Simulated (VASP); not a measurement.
# Ni (Fm-3m) in VASP: a series of runs, part 2 of 2

VASP 6.6.1. Earlier steps stand in the parts before.

## 3. Single point, LDA, collinear spin, ferromagnetic start

Contents of INCAR:

```
PREC     = Accurate       # precision mode
ENCUT    = 520            # plane-wave cutoff, eV
EDIFF    = 1E-6           # SCF threshold, eV
ISMEAR   = 0              # smearing method
SIGMA    = 1.0            # smearing width, eV
LREAL    = False          # projectors in reciprocal space
LASPH    = True           # aspherical terms in the spheres
NELM     = 150            # most SCF steps
ALGO     = Normal         # electronic algorithm
ISIF     = 2              # what is computed and relaxed
LWAVE    = False          # write WAVECAR
LCHARG   = True           # write CHGCAR
ISPIN    = 2              # spin polarisation
MAGMOM   = 0.607          # initial moments
LORBIT   = 11             # projections on sites
LMAXMIX  = 4              # l up to which the mixer works
GGA      = CA             # functional
LELF     = True           # ELF
LVHAR    = True         
NBANDS   = 15             # bands
```

Contents of KPOINTS:

```
regular mesh
0
Gamma
  16 16 16
```

Contents of POSCAR:

```
Ni
1.0
    0.0000000000      1.7124646296      1.7124646296
    1.7124646296      0.0000000000      1.7124646296
    1.7124646296      1.7124646296      0.0000000000
Ni
1
Direct
    0.0000000000      0.0000000000      0.0000000000
```

Potentials or basis: VASP PAW LDA potentials, release 64 (Ni).

Run with:

```
$ cat potpaw_LDA.64/Ni/POTCAR > POTCAR
$ mpirun -np 1 vasp_std > vasp.out
```

OUTCAR:

```text
PREC = Accurate
   ENCUT = 520
   EDIFF = 1E-6
   ISMEAR = 0
   LREAL = False
   LASPH = True
   NELM = 150
   ISIF = 2
   ISPIN = 2
   LORBIT = 11
   GGA = CA

 ion  position               nearest neighbor table
   1  0.000  0.000  0.000-

  LATTYP: Found a face centered cubic cell.
 ALAT       =     3.4249292592

  Lattice vectors:

 A1 = (   0.0000000000,   1.7124646296,   1.7124646296)
 A2 = (   1.7124646296,   0.0000000000,   1.7124646296)
 A3 = (   1.7124646296,   1.7124646296,   0.0000000000)

Analysis of symmetry for initial positions (statically):
=====================================================================
 Subroutine PRICEL returns:
 Original cell was already a primitive cell.

 Routine SETGRP: Setting up the symmetry group for a
 face centered cubic supercell.

 Subroutine GETGRP returns: Found 48 space group operations
 (whereof 48 operations were pure point group operations)
 out of a pool of 48 trial point group operations.

The static configuration has the point symmetry O_h .

Analysis of symmetry for dynamics (positions and initial velocities):
=====================================================================
[... 627 lines left out ...]
      6       9.2041      0.94861
      7      34.6652      0.00000
      8      39.0814      0.00000
      9      39.0814      0.00000
     10      39.0814      0.00000
     11      42.4070      0.00000
     12      42.4070      0.00000
     13      42.4070      0.00000
     14      45.2769      0.00000
[... 403 lines left out ...]
      4       8.0683      0.99940
      5       9.1050      0.96178
      6       9.2216      0.94595
      7      33.5131      0.00000
      8      35.4455      0.00000
      9      37.7315      0.00000
     10      39.6907      0.00000
     11      42.4787      0.00000
     12      42.5657      0.00000
     13      45.5093      0.00000
     14      48.2495      0.00000
     15      48.4007      0.00000

 [... further k-points ...]
[... 5 lines left out ...]
  --------------------------------------------------------------------------------------
  -------------------------------------------------------------------------------------
  Total        0.2164972      0.2164972      0.2164972      0.0000000      0.0000000     -0.0000000
  in kB       34.5356787     34.5356787     34.5356787      0.0000000      0.0000000     -0.0000000
  external PRESSURE =      34.5356787 kB  Pullay stress =       0.0000000 kB

 VOLUME and BASIS-vectors are now :
 -----------------------------------------------------------------------------
  energy-cutoff  :      520.00
  volume of cell :       10.04
      direct lattice vectors                 reciprocal lattice vectors
     0.000000000  1.712464630  1.712464630    -0.291976833  0.291976833  0.291976833
     1.712464630  0.000000000  1.712464630     0.291976833 -0.291976833  0.291976833
     1.712464630  1.712464630  0.000000000     0.291976833  0.291976833 -0.291976833

 POSITION                                       TOTAL-FORCE (eV/Angst)
 -----------------------------------------------------------------------------------
      0.00000      0.00000      0.00000         0.000000      0.000000      0.000000
 -----------------------------------------------------------------------------------
    total drift:                               -0.000000     -0.000000     -0.000000

  FREE ENERGIE OF THE ION-ELECTRON SYSTEM (eV)
  ---------------------------------------------------
  free  energy   TOTEN  =        -6.9715651204 eV

  energy  without entropy=       -6.3085601199  energy(sigma->0) =       -6.64006262

 total charge

# of ion       s       p       d       tot
------------------------------------------
    1        0.538   0.578   8.356   9.472

 magnetization (x)

# of ion       s       p       d       tot
------------------------------------------
    1       -0.000  -0.000   0.000   0.000
```

stdout:

```text
POSCAR found type information on POSCAR Ni
 POSCAR found :  1 types and       1 ions
 scaLAPACK will be used
 LDA part: xc-table for (Slater(with rela. corr.)+CA(PZ))
 , standard interpolation
 POSCAR, INCAR and KPOINTS ok, starting setup
 FFT: planning ... GRIDC
 FFT: planning ... GRID_SOFT
 FFT: planning ... GRID
 WAVECAR not read
 entering main loop
```

It took 30 s on 1 thread of Intel Xeon Platinum 8488C (Sapphire Rapids), shared host; peak memory 0.14 GiB.

What came out:

- Free energy: -6.9716 eV
- Pressure: 3.5 GPa
- Band gap on the k mesh: zero (filled and empty bands overlap)
- Net moment: 0.00 μB per cell
- Valence electrons inside the program's atomic spheres: Ni 9.47

## 4. Single point, LDA, collinear spin, ferromagnetic start

Contents of INCAR:

```
SYSTEM = Ni
PREC = Accurate
ENCUT = 520
EDIFF = 1E-6
ISMEAR = 1
SIGMA = 0.01
LREAL = .False.
LASPH = .True.
NELM = 150
ALGO = Normal
ISIF = 2
LWAVE = .False.
LCHARG = .False.
ISPIN = 2
MAGMOM = 0.607
LORBIT = 11
LMAXMIX = 4
NBANDS = 15
```

Contents of KPOINTS:

```
regular mesh
0
Gamma
  16 16 16
  0 0 0
```

POSCAR is that of step 3.

Run with:

```
$ cat potpaw_LDA.64/Ni/POTCAR > POTCAR
$ mpirun -np 1 vasp_std > vasp.out
```

Run time: 43 s. Hardware: 1 thread of Intel Xeon Platinum 8488C (Sapphire Rapids), shared host; peak memory 0.14 GiB.

It converged, with:

```
Free energy                                           : -6.5817 eV
Pressure                                              : -0.7 GPa
Net moment                                            : 0.57 μB per cell
Site moments                                          : Ni +0.57 μB
Valence electrons inside the program's atomic spheres : Ni 9.47
```

Levels at points of the mesh, in eV from the Fermi level:
Spin up:
| k point | band 3 | band 4 | band 5 | band 6 | band 7 | band 8 |
| --- | --- | --- | --- | --- | --- | --- |
| (0.00, 0.00, 0.00) | -2.55 | -2.55 | -1.26 | -1.26 | 24.45 | 28.84 |
| (0.50, 0.00, 0.00) | -2.56 | -0.47 | -0.47 | -0.41 | 6.32 | 22.93 |
| (0.50, 0.50, 0.00) | -0.45 | -0.30 | -0.30 | 2.50 | 10.02 | 15.53 |
Spin down:
```tsv
k point	band 3	band 4	band 5	band 6	band 7	band 8
(0.00, 0.00, 0.00)	-1.97	-1.97	-0.72	-0.72	24.44	28.89
(0.50, 0.00, 0.00)	-2.04	-0.37	0.14	0.14	6.69	22.91
(0.50, 0.50, 0.00)	0.11	0.37	0.37	2.55	10.29	15.60
```

## 5. Single point, LDA, collinear spin, ferromagnetic start

Contents of INCAR:

```
ALGO = Normal
EDIFF = 1E-6
ENCUT = 520
ISIF = 2
ISMEAR = 1
ISPIN = 2
LASPH = T
LCHARG = F
LMAXMIX = 4
LORBIT = 11
LREAL = F
LWAVE = F
MAGMOM = 0.607
NBANDS = 15
NELM = 150
PREC = Accurate
SIGMA = 0.03
```

Contents of KPOINTS:

```
k-points
0
Gamma
  16 16 16
```

POSCAR is that of step 4.

Potentials or basis: VASP PAW LDA potentials, release 64 (Ni).

Run with:

```
$ cat potpaw_LDA.64/Ni/POTCAR > POTCAR
$ mpirun -np 1 vasp_std > vasp.out
```

OUTCAR:

```text
EDIFF = 1E-6
   ENCUT = 520
   ISIF = 2
   ISMEAR = 1
   ISPIN = 2
   LASPH = T
   LORBIT = 11
   LREAL = F
   NELM = 150
   PREC = Accurate

 ion  position               nearest neighbor table
   1  0.000  0.000  0.000-

  LATTYP: Found a face centered cubic cell.
 ALAT       =     3.4249292592

  Lattice vectors:

 A1 = (   0.0000000000,   1.7124646296,   1.7124646296)
 A2 = (   1.7124646296,   0.0000000000,   1.7124646296)
[... 1074 lines left out ...]
  --------------------------------------------------------------------------------------
  -------------------------------------------------------------------------------------
  Total       -0.0440846     -0.0440846     -0.0440846      0.0000000      0.0000000      0.0000000
  in kB       -7.0323808     -7.0323808     -7.0323808      0.0000000      0.0000000      0.0000000
  external PRESSURE =      -7.0323808 kB  Pullay stress =       0.0000000 kB

 VOLUME and BASIS-vectors are now :
 -----------------------------------------------------------------------------
  energy-cutoff  :      520.00
  volume of cell :       10.04
      direct lattice vectors                 reciprocal lattice vectors
     0.000000000  1.712464630  1.712464630    -0.291976833  0.291976833  0.291976833
     1.712464630  0.000000000  1.712464630     0.291976833 -0.291976833  0.291976833
     1.712464630  1.712464630  0.000000000     0.291976833  0.291976833 -0.291976833

 POSITION                                       TOTAL-FORCE (eV/Angst)
 -----------------------------------------------------------------------------------
      0.00000      0.00000      0.00000         0.000000      0.000000      0.000000
 -----------------------------------------------------------------------------------
    total drift:                                0.000000     -0.000000     -0.000000

  FREE ENERGIE OF THE ION-ELECTRON SYSTEM (eV)
  ---------------------------------------------------
  free  energy   TOTEN  =        -6.5817341645 eV

  energy  without entropy=       -6.5816680631  energy(sigma->0) =       -6.58171213

 total charge

# of ion       s       p       d       tot
------------------------------------------
    1        0.534   0.571   8.368   9.473

 magnetization (x)

# of ion       s       p       d       tot
------------------------------------------
    1       -0.005  -0.018   0.592   0.569
```

OSZICAR:

```text
N       E                     dE             d eps       ncg     rms          rms(c)
DAV:   1     0.321064066124E+02    0.32106E+02   -0.41837E+03  9230   0.881E+02
DAV:   2    -0.626559699329E+01   -0.38372E+02   -0.35789E+02  9904   0.166E+02
DAV:   3    -0.768945592988E+01   -0.14239E+01   -0.14138E+01 10520   0.313E+01
DAV:   4    -0.769715617278E+01   -0.77002E-02   -0.76989E-02 10891   0.219E+00
DAV:   5    -0.769722818008E+01   -0.72007E-04   -0.72008E-04 10766   0.192E-01    0.110E+01
DAV:   6    -0.688944280211E+01    0.80779E+00   -0.13229E+01 12588   0.410E+01    0.547E+00
DAV:   7    -0.660558471341E+01    0.28386E+00   -0.20300E+00 11034   0.147E+01    0.213E+00
DAV:   8    -0.658474427166E+01    0.20840E-01   -0.25216E-02 11559   0.107E+00    0.902E-01
DAV:   9    -0.658239588596E+01    0.23484E-02   -0.12327E-03 14391   0.202E-01    0.261E-01
DAV:  10    -0.658173728737E+01    0.65860E-03   -0.57589E-04 14475   0.123E-01    0.339E-02
DAV:  11    -0.658173375228E+01    0.35351E-05   -0.86025E-06 11028   0.218E-02    0.216E-02
DAV:  12    -0.658173416451E+01   -0.41223E-06   -0.45730E-06 10095   0.119E-02
   1 F= -.65817342E+01 E0= -.65817121E+01  d E =-.661014E-04  mag=     0.5689
```

Wall time 27 s (1 thread of Intel Xeon Platinum 8488C (Sapphire Rapids), shared host); peak memory 0.14 GiB.

Results:

```yaml
Free_energy: -6.5817 eV
Pressure: -0.7 GPa
Net_moment: 0.57 μB per cell
Site_moments: Ni +0.57 μB
Valence_electrons_inside_the_program's_atomic_spheres: Ni 9.47
```

## 6. Summary

```tsv
smearing	gap on the mesh (eV)	pressure (GPa)	moment (μB)
gaussian 0.6 eV	none	0.8	0.00
gaussian 1 eV	none	3.5	0.00
methfessel-paxton 0.01 eV	none	-0.7	0.57
methfessel-paxton 0.03 eV	none	-0.7	0.57
```

Alike in all rows: task single point; level LDA; potentials or basis VASP PAW LDA potentials, release 64 (Ni); spin collinear, ferromagnetic start; cell as given; k mesh 16 × 16 × 16; cutoff (eV) 520.

Every run on the cell as given and a fine mesh finds a metal.

Total energies depend on the potentials used, so only differences within one code and one set of settings carry meaning.
